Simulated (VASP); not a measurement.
# Al3Pd (Pm-3m) in VASP: notebook

Al3Pd is run at these levels: PBE; tasks: single point.

All numbers are computed with VASP 6.6.1; they aren't measurements. Logs are shortened: lines on timing, memory, paths and dates and some standing lists are left out, and cuts for length are marked.

## 1. The cell of the first run

The structure is cubic, space group Pm-3m (No. 221). Conventional cell: a = 3.947 Å, b = 3.947 Å, c = 3.947 Å, α = 90.00°, β = 90.00°, γ = 90.00°. Within 3.7 Å of Al (site symmetry 4/mmm) lie 8 Al at 2.79 Å and 4 Pd at 2.79 Å. Pd (site symmetry m-3m) has 12 Al at 2.79 Å within 3.7 Å.

## 2. Single point, PBE

INCAR

```
ALGO = Normal ; EDIFF = 1E-7
ENCUT = 520 ; GGA = PE
ISIF = 2 ; ISMEAR = -1
LASPH = T ; LCHARG = T
LELF = T ; LREAL = F
LVHAR = T ; LWAVE = F
NBANDS = 18 ; NELM = 100
PREC = Accurate ; SIGMA = 0.5
```

KPOINTS

```
k-points
0
Gamma
  10 10 10
```

POSCAR

```
Al3Pd
1.0
    3.9469100000      0.0000000000      0.0000000000
    0.0000000000      3.9469100000      0.0000000000
    0.0000000000      0.0000000000      3.9469100000
Al Pd
3 1
Direct
    0.0000000000      0.5000000000      0.5000000000
    0.5000000000      0.0000000000      0.5000000000
    0.5000000000      0.5000000000      0.0000000000
    0.0000000000      0.0000000000      0.0000000000
```

Potentials or basis: VASP PAW PBE potentials, release 64 (Al, Pd).

Command:

```console
> cat potpaw_PBE.64/Al/POTCAR potpaw_PBE.64/Pd/POTCAR > POTCAR
> mpirun -np 1 vasp_std > vasp.out
```

OUTCAR:

```text
EDIFF = 1E-7
   ENCUT = 520
   GGA = PE
   ISIF = 2
   ISMEAR = -1
   LASPH = T
   LREAL = F
   NELM = 100
   PREC = Accurate

 ion  position               nearest neighbor table
   1  0.000  0.500  0.500-   2 2.79   3 2.79   4 2.79   3 2.79   4 2.79   2 2.79   4 2.79   4 2.79
                             2 2.79   3 2.79   3 2.79   2 2.79
   2  0.500  0.000  0.500-   1 2.79   3 2.79   4 2.79   3 2.79   4 2.79   1 2.79   3 2.79   3 2.79
                             1 2.79   4 2.79   4 2.79   1 2.79
   3  0.500  0.500  0.000-   1 2.79   2 2.79   4 2.79   1 2.79   2 2.79   2 2.79   4 2.79   2 2.79
                             1 2.79   4 2.79   1 2.79   4 2.79
   4  0.000  0.000  0.000-   1 2.79   2 2.79   3 2.79   1 2.79   2 2.79   1 2.79   3 2.79   1 2.79
                             2 2.79   3 2.79   2 2.79   3 2.79

  LATTYP: Found a simple cubic cell.
 ALAT       =     3.9469100000

  Lattice vectors:

 A1 = (   3.9469100000,   0.0000000000,   0.0000000000)
 A2 = (   0.0000000000,   3.9469100000,   0.0000000000)
 A3 = (   0.0000000000,   0.0000000000,   3.9469100000)

Analysis of symmetry for initial positions (statically):
=====================================================================
 Subroutine PRICEL returns:
 Original cell was already a primitive cell.

 Routine SETGRP: Setting up the symmetry group for a
 simple cubic supercell.

 Subroutine GETGRP returns: Found 48 space group operations
 (whereof 48 operations were pure point group operations)
 out of a pool of 48 trial point group operations.

The static configuration has the point symmetry O_h .

Analysis of symmetry for dynamics (positions and initial velocities):
=====================================================================
 Subroutine PRICEL returns:
 Original cell was already a primitive cell.

 Routine SETGRP: Setting up the symmetry group for a
 simple cubic supercell.

 Subroutine GETGRP returns: Found 48 space group operations
 (whereof 48 operations were pure point group operations)
 out of a pool of 48 trial point group operations.

The dynamic configuration has the point symmetry O_h .

 Subroutine INISYM returns: Found 48 space group operations
 (whereof 48 operations are pure point group operations),
 and found     1 'primitive' translations

----------------------------------------------------------------------------------------

                                     Primitive cell

  volume of cell :      61.4854
[... 89 lines left out ...]
   LSORBIT =      F    spin-orbit coupling
   LASPH  =      T    aspherical Exc in radial PAW
   ENCUT  =  520.0 eV  38.22 Ry    6.18 a.u.   7.34  7.34  7.34*2*pi/ulx,y,z
   NELM   =    100;   NELMIN=  2; NELMDL= -5     # of ELM steps
   EDIFF  = 0.1E-06   stopping-criterion for ELM
   LREAL  =      F    real-space projection
   EDIFFG = 0.1E-05   stopping-criterion for IOM
   NSW    =      0    number of steps for IOM
   IBRION =     -1    ionic relax: 0-MD 1-quasi-New 2-CG
   NFREE  =      0    steps in history (QN), initial steepest desc. (CG)
   ISIF   =      2    stress and relaxation
   ISYM   =      2    0-nonsym 1-usesym 2-fastsym
   POTIM  = 0.5000    time-step for ionic-motion
   TEBEG  =    0.0;   TEEND  =   0.0 temperature during run
   PSTRESS=    0.0 pullay stress
   NELECT =      19.0000    total number of electrons
   NUPDOWN=      -1.0000    fix difference up-down
   EMIN   =  10.00;   EMAX   =-10.00  energy-range for DOS
   EFERMI =   0.00;   METHOD = LEGACY
   ISMEAR =    -1;   SIGMA  =   0.50  broadening in eV -4-tet -1-fermi 0-gaus
   EFERMI_NEDOS =   21; number of points for ismear=-14 and -15
   IALGO  =     38    algorithm
   IMIX   =      4    mixing-type and parameters
     AMIX     =   0.40;   BMIX     =  1.00
     AMIX_MAG =   1.60;   BMIX_MAG =  1.00
  volume/ion in A,a.u.               =      15.37       103.73
  Fermi-wavevector in a.u.,A,eV,Ry     =   1.106799  2.091547 16.667195  1.225004
  Thomas-Fermi vector in A             =   2.243305
   LORBIT       =      0    0 simple, 1 ext, 2 COOP (PROOUT), +10 PAW based schemes
   GGA     = PE    functional components
[... 5 lines left out ...]
 non-spin polarized calculation
  energy-cutoff  :      520.00
  volume of cell :       61.49
 maximum number of plane-waves:      1683
 NGX is ok and might be reduce to    30
   NGX = 15   NGY = 15   NGZ = 15

 number of electron      19.0000003 magnetization

 Free energy of the ion-electron system (eV)
  ---------------------------------------------------
  ext. energy  EPLUGINS =         0.00000000
  ---------------------------------------------------
  free energy    TOTEN  =       -18.48925709 eV

  energy without entropy =      -17.17995393  energy(sigma->0) =      -17.83460551

 E-fermi :   9.3141     XC(G=0): -11.0692

 val. band max:        9.3063793755   @ k =   0.4000   0.1000   0.0000
 cond. band min:       9.3157889892   @ k =   0.4000   0.3000   0.1000
 fundamental gap:      0.0094096137
 Fermi energy:         9.3140512802

 k-point     1 :       0.0000    0.0000    0.0000
  band No.  band energies     occupation
      1      -1.7629      2.00000
      2       4.2009      1.99993
      3       4.2009      1.99993
      4       5.5304      1.99897
      5       5.5304      1.99897
      6       5.5304      1.99897
[... 481 lines left out ...]
      5       4.8892      1.99971
      6       5.4205      1.99917
[... 10 lines left out ...]
     17      16.0347      0.00000
     18      17.3142      0.00000

 [... further k-points ...]

------------------------ aborting loop because EDIFF is reached ----------------------------------------

  FORCE on cell =-STRESS in cart. coord.  units (eV):
  Direction    XX          YY          ZZ          XY          YZ          ZX
  --------------------------------------------------------------------------------------
  -------------------------------------------------------------------------------------
  Total        0.8256125      0.8256125      0.8256125      0.0000000      0.0000000     -0.0000000
  in kB       21.5137041     21.5137041     21.5137041      0.0000000      0.0000000     -0.0000000
  external PRESSURE =      21.5137041 kB  Pullay stress =       0.0000000 kB

 VOLUME and BASIS-vectors are now :
 -----------------------------------------------------------------------------
  energy-cutoff  :      520.00
  volume of cell :       61.49
      direct lattice vectors                 reciprocal lattice vectors
     3.946910000  0.000000000  0.000000000     0.253362757  0.000000000  0.000000000
     0.000000000  3.946910000  0.000000000     0.000000000  0.253362757  0.000000000
     0.000000000  0.000000000  3.946910000     0.000000000  0.000000000  0.253362757

 POSITION                                       TOTAL-FORCE (eV/Angst)
 -----------------------------------------------------------------------------------
      0.00000      1.97345      1.97345         0.000000      0.000000      0.000000
      1.97345      0.00000      1.97345         0.000000      0.000000      0.000000
      1.97345      1.97345      0.00000         0.000000      0.000000      0.000000
      0.00000      0.00000      0.00000         0.000000      0.000000      0.000000
 -----------------------------------------------------------------------------------
    total drift:                                0.000000     -0.000000      0.000000

  FREE ENERGIE OF THE ION-ELECTRON SYSTEM (eV)
  ---------------------------------------------------
  free  energy   TOTEN  =       -18.4892570900 eV

  energy  without entropy=      -17.1799539329  energy(sigma->0) =      -17.83460551
```

OSZICAR:

```text
N       E                     dE             d eps       ncg     rms          rms(c)
DAV:   1     0.556108209742E+02    0.55611E+02   -0.73780E+03  2016   0.873E+02
DAV:   2    -0.169581311952E+02   -0.72569E+02   -0.66622E+02  2308   0.166E+02
DAV:   3    -0.191307797397E+02   -0.21726E+01   -0.21389E+01  2552   0.269E+01
DAV:   4    -0.191490682664E+02   -0.18289E-01   -0.18278E-01  2404   0.279E+00
DAV:   5    -0.191493252334E+02   -0.25697E-03   -0.25696E-03  2468   0.333E-01    0.842E+00
DAV:   6    -0.188677635791E+02    0.28156E+00   -0.43900E+00  2130   0.210E+01    0.572E+00
DAV:   7    -0.185242385938E+02    0.34352E+00   -0.83809E-01  2122   0.110E+01    0.234E+00
DAV:   8    -0.184962644632E+02    0.27974E-01   -0.68822E-02  2192   0.153E+00    0.666E-01
DAV:   9    -0.184893216985E+02    0.69428E-02   -0.16078E-02  2208   0.136E+00    0.143E-01
DAV:  10    -0.184892615419E+02    0.60157E-04   -0.64885E-04  2278   0.190E-01    0.645E-02
DAV:  11    -0.184892586653E+02    0.28765E-05   -0.16147E-05  2348   0.359E-02    0.351E-02
DAV:  12    -0.184892571773E+02    0.14881E-05   -0.55245E-06  2218   0.175E-02    0.473E-03
DAV:  13    -0.184892570900E+02    0.87289E-07   -0.29838E-07  2080   0.574E-03
   1 F= -.18489257E+02 E0= -.17834606E+02  d E =-.130930E+01
```

stdout:

```text
POSCAR found type information on POSCAR AlPd
 POSCAR found :  2 types and       4 ions
 scaLAPACK will be used
 LDA part: xc-table for (Slater+PW92), standard interpolation
 POSCAR, INCAR and KPOINTS ok, starting setup
 FFT: planning ... GRIDC
 FFT: planning ... GRID_SOFT
 FFT: planning ... GRID
 WAVECAR not read
 entering main loop
```

It took 41 s on 1 thread of Intel Xeon Platinum 8259CL at 2.50GHz (Skylake/Cascade Lake), shared host; peak memory 0.2 GiB.

What came out:

- Free energy: -18.4893 eV
- Pressure: 2.2 GPa

## 3. Single point, PBE

This run uses another cell than the first one, of 103.73 Å³/atom, 6.748 times its volume.

INCAR

```
  PREC = Accurate
  ENCUT = 520
  EDIFF = 1E-7
  ISMEAR = 0
  SIGMA = 0.1
  LREAL = F
  LASPH = T
  NELM = 60
  ALGO = Normal
  ISIF = 2
  LWAVE = F
  LCHARG = F
  GGA = PE
  NBANDS = 18
```

KPOINTS

```
Automatic mesh
0
Gamma
  4 4 4
```

POSCAR

```
Al3Pd
1.0
    7.4585819112      0.0000000000      0.0000000000
    0.0000000000      7.4585819112      0.0000000000
    0.0000000000      0.0000000000      7.4585819112
Al Pd
3 1
Direct
    0.0000000000      0.5000000000      0.5000000000
    0.5000000000      0.0000000000      0.5000000000
    0.5000000000      0.5000000000      0.0000000000
    0.0000000000      0.0000000000      0.0000000000
```

Potentials or basis: VASP PAW PBE potentials, release 64 (Al, Pd).

Command:

```console
> cat potpaw_PBE.64/Al/POTCAR potpaw_PBE.64/Pd/POTCAR > POTCAR
> mpirun -np 1 vasp_std > vasp.out
```

Run time: 88 s. Hardware: 1 thread of Intel Xeon Platinum 8259CL at 2.50GHz (Skylake/Cascade Lake), shared host; peak memory 0.42 GiB.

It converged, with:

| Quantity | Value |
| --- | --- |
| Free energy | -4.5453 eV |
| Pressure | -1.6 GPa |

Levels at points of the mesh, in eV from the Fermi level:
```tsv
k point	band 6	band 7	band 8	band 9	band 10	band 11	band 12	band 13
(0.00, 0.00, 0.00)	-0.31	-0.31	-0.31	-0.07	-0.07	-0.07	0.46	0.96
(0.50, 0.00, 0.00)	-0.33	-0.31	-0.30	-0.16	0.25	0.25	0.50	0.63
(0.50, 0.50, 0.00)	-0.34	-0.32	-0.30	-0.24	-0.07	0.52	0.52	0.57
(0.50, 0.50, 0.50)	-0.30	-0.30	-0.29	-0.29	-0.09	-0.09	-0.09	0.48
```

## 4. Single point, PBE

INCAR

```
SYSTEM = Al3Pd
PREC = Accurate ; ENCUT = 520
EDIFF = 1E-7 ; ISMEAR = 0
SIGMA = 0.1 ; LREAL = .False.
LASPH = .True. ; NELM = 100
ALGO = Fast ; ISIF = 2
LWAVE = .False. ; LCHARG = .False.
GGA = PE ; NBANDS = 18
```

KPOINTS

```
Automatic mesh
0
Gamma
  12 12 12
  0 0 0
```

POSCAR

```
Al3Pd
1.0
    3.9469100000      0.0000000000      0.0000000000
    0.0000000000      3.9469100000      0.0000000000
    0.0000000000      0.0000000000      3.9469100000
Al Pd
3 1
Direct
    0.0000000000      0.5000000000      0.5000000000
    0.5000000000      0.0000000000      0.5000000000
    0.5000000000      0.5000000000      0.0000000000
    0.0000000000      0.0000000000      0.0000000000
```

Potentials or basis: VASP PAW PBE potentials, release 64 (Al, Pd).

Command:

```console
> cat potpaw_PBE.64/Al/POTCAR potpaw_PBE.64/Pd/POTCAR > POTCAR
> mpirun -np 1 vasp_std > vasp.out
```

OUTCAR:

```text
SYSTEM = Al3Pd
   PREC = Accurate
   ENCUT = 520
   EDIFF = 1E-7
   ISMEAR = 0
   LREAL = .False.
   LASPH = .True.
   NELM = 100
   ISIF = 2
   GGA = PE

 ion  position               nearest neighbor table
   1  0.000  0.500  0.500-   2 2.79   3 2.79   4 2.79   3 2.79   4 2.79   2 2.79   4 2.79   4 2.79
                             2 2.79   3 2.79   3 2.79   2 2.79
   2  0.500  0.000  0.500-   1 2.79   3 2.79   4 2.79   3 2.79   4 2.79   1 2.79   3 2.79   3 2.79
                             1 2.79   4 2.79   4 2.79   1 2.79
   3  0.500  0.500  0.000-   1 2.79   2 2.79   4 2.79   1 2.79   2 2.79   2 2.79   4 2.79   2 2.79
                             1 2.79   4 2.79   1 2.79   4 2.79
   4  0.000  0.000  0.000-   1 2.79   2 2.79   3 2.79   1 2.79   2 2.79   1 2.79   3 2.79   1 2.79
                             2 2.79   3 2.79   2 2.79   3 2.79

  LATTYP: Found a simple cubic cell.
 ALAT       =     3.9469100000

  Lattice vectors:

 A1 = (   3.9469100000,   0.0000000000,   0.0000000000)
 A2 = (   0.0000000000,   3.9469100000,   0.0000000000)
 A3 = (   0.0000000000,   0.0000000000,   3.9469100000)

Analysis of symmetry for initial positions (statically):
=====================================================================
 Subroutine PRICEL returns:
 Original cell was already a primitive cell.

 Routine SETGRP: Setting up the symmetry group for a
 simple cubic supercell.

 Subroutine GETGRP returns: Found 48 space group operations
 (whereof 48 operations were pure point group operations)
 out of a pool of 48 trial point group operations.

The static configuration has the point symmetry O_h .

Analysis of symmetry for dynamics (positions and initial velocities):
=====================================================================
 Subroutine PRICEL returns:
 Original cell was already a primitive cell.

 Routine SETGRP: Setting up the symmetry group for a
 simple cubic supercell.

 Subroutine GETGRP returns: Found 48 space group operations
 (whereof 48 operations were pure point group operations)
 out of a pool of 48 trial point group operations.

[... 128 lines left out ...]
   LORBIT       =      0    0 simple, 1 ext, 2 COOP (PROOUT), +10 PAW based schemes
   GGA     = PE    functional components
   LHFCALC =     F    Hartree Fock is set to
   AEXX    =    0.0000 exact exchange contribution
   IVDW    =     0    specifies the selected vdW correction
   LEPSILON=     F    determine dielectric tensor
   LRPA    =     F    only Hartree local field effects (RPA)
 non-spin polarized calculation
 RMM-DIIS sequential band-by-band and
 Gauss-broadening in eV      SIGMA  =   0.10
  energy-cutoff  :      520.00
  volume of cell :       61.49
 maximum number of plane-waves:      1683
 NGX is ok and might be reduce to    30
   NGX = 15   NGY = 15   NGZ = 15

 number of electron      19.0000003 magnetization

 Free energy of the ion-electron system (eV)
  ---------------------------------------------------
  ext. energy  EPLUGINS =         0.00000000
  ---------------------------------------------------
  free energy    TOTEN  =       -17.81915965 eV

  energy without entropy =      -17.80519524  energy(sigma->0) =      -17.81217744

 E-fermi :   9.3279     XC(G=0): -11.0667

 val. band max:        9.3155749437   @ k =   0.5000   0.2500   0.1667
 cond. band min:       9.3373409037   @ k =   0.4167   0.1667   0.0833
 fundamental gap:      0.0217659600
 Fermi energy:         9.3278632552

 k-point     1 :       0.0000    0.0000    0.0000
  band No.  band energies     occupation
      1      -1.7686      2.00000
      2       4.2621      2.00000
      3       4.2621      2.00000
      4       5.6227      2.00000
      5       5.6227      2.00000
      6       5.6227      2.00000
[... 481 lines left out ...]
      5       5.0549      2.00000
      6       5.2233      2.00000
[... 10 lines left out ...]
     17      16.3420      0.00000
     18      17.4214      0.00000

 [... further k-points ...]

------------------------ aborting loop because EDIFF is reached ----------------------------------------

  FORCE on cell =-STRESS in cart. coord.  units (eV):
  Direction    XX          YY          ZZ          XY          YZ          ZX
  --------------------------------------------------------------------------------------
  -------------------------------------------------------------------------------------
  Total        0.4614652      0.4614652      0.4614652     -0.0000000     -0.0000000      0.0000000
  in kB       12.0248010     12.0248010     12.0248010     -0.0000000     -0.0000000      0.0000000
  external PRESSURE =      12.0248010 kB  Pullay stress =       0.0000000 kB

 VOLUME and BASIS-vectors are now :
 -----------------------------------------------------------------------------
  energy-cutoff  :      520.00
  volume of cell :       61.49
      direct lattice vectors                 reciprocal lattice vectors
     3.946910000  0.000000000  0.000000000     0.253362757  0.000000000  0.000000000
     0.000000000  3.946910000  0.000000000     0.000000000  0.253362757  0.000000000
     0.000000000  0.000000000  3.946910000     0.000000000  0.000000000  0.253362757

 POSITION                                       TOTAL-FORCE (eV/Angst)
 -----------------------------------------------------------------------------------
      0.00000      1.97345      1.97345         0.000000      0.000000      0.000000
      1.97345      0.00000      1.97345         0.000000      0.000000      0.000000
      1.97345      1.97345      0.00000         0.000000      0.000000      0.000000
      0.00000      0.00000      0.00000         0.000000      0.000000      0.000000
 -----------------------------------------------------------------------------------
    total drift:                                0.000000     -0.000000      0.000000

  FREE ENERGIE OF THE ION-ELECTRON SYSTEM (eV)
  ---------------------------------------------------
  free  energy   TOTEN  =       -17.8191596468 eV

  energy  without entropy=      -17.8051952362  energy(sigma->0) =      -17.81217744
```

OSZICAR:

```text
N       E                     dE             d eps       ncg     rms          rms(c)
DAV:   1     0.560108694203E+02    0.56011E+02   -0.74031E+03  3024   0.870E+02
DAV:   2    -0.163441075296E+02   -0.72355E+02   -0.66496E+02  3508   0.165E+02
DAV:   3    -0.183863317793E+02   -0.20422E+01   -0.20172E+01  3828   0.264E+01
DAV:   4    -0.184027269367E+02   -0.16395E-01   -0.16388E-01  3536   0.264E+00
DAV:   5    -0.184029670241E+02   -0.24009E-03   -0.24008E-03  3686   0.322E-01    0.808E+00
RMM:   6    -0.181313045763E+02    0.27166E+00   -0.29936E+00  3028   0.105E+01    0.508E+00
RMM:   7    -0.178539768410E+02    0.27733E+00   -0.48290E-01  3053   0.428E+00    0.228E+00
RMM:   8    -0.178243177134E+02    0.29659E-01   -0.33398E-02  3101   0.783E-01    0.555E-01
RMM:   9    -0.178192215776E+02    0.50961E-02   -0.77614E-03  3252   0.572E-01    0.141E-01
RMM:  10    -0.178191522482E+02    0.69329E-04   -0.50880E-04  3388   0.135E-01    0.502E-02
RMM:  11    -0.178191619798E+02   -0.97316E-05   -0.14373E-04  3448   0.747E-02    0.267E-02
RMM:  12    -0.178191597205E+02    0.22593E-05   -0.38082E-05  3485   0.397E-02    0.119E-02
RMM:  13    -0.178191610846E+02   -0.13640E-05   -0.13465E-05  3441   0.243E-02    0.130E-02
RMM:  14    -0.178191594715E+02    0.16130E-05   -0.77374E-06  3303   0.181E-02    0.532E-03
RMM:  15    -0.178191596131E+02   -0.14157E-06   -0.15517E-06  3291   0.673E-03    0.725E-03
RMM:  16    -0.178191596468E+02   -0.33730E-07   -0.20614E-07  2324   0.281E-03
   1 F= -.17819160E+02 E0= -.17812177E+02  d E =-.139644E-01
```

stdout:

```text
POSCAR found type information on POSCAR AlPd
 POSCAR found :  2 types and       4 ions
 scaLAPACK will be used
 LDA part: xc-table for (Slater+PW92), standard interpolation
 POSCAR, INCAR and KPOINTS ok, starting setup
 FFT: planning ... GRIDC
 FFT: planning ... GRID_SOFT
 FFT: planning ... GRID
 WAVECAR not read
 entering main loop
```

Run time: 73 s. Hardware: 1 thread of Intel Xeon Platinum 8259CL at 2.50GHz (Skylake/Cascade Lake), shared host; peak memory 0.22 GiB.

What came out:

| Quantity | Value |
| --- | --- |
| Free energy | -17.8192 eV |
| Pressure | 1.2 GPa |

(Continued in part 2 of 2.)
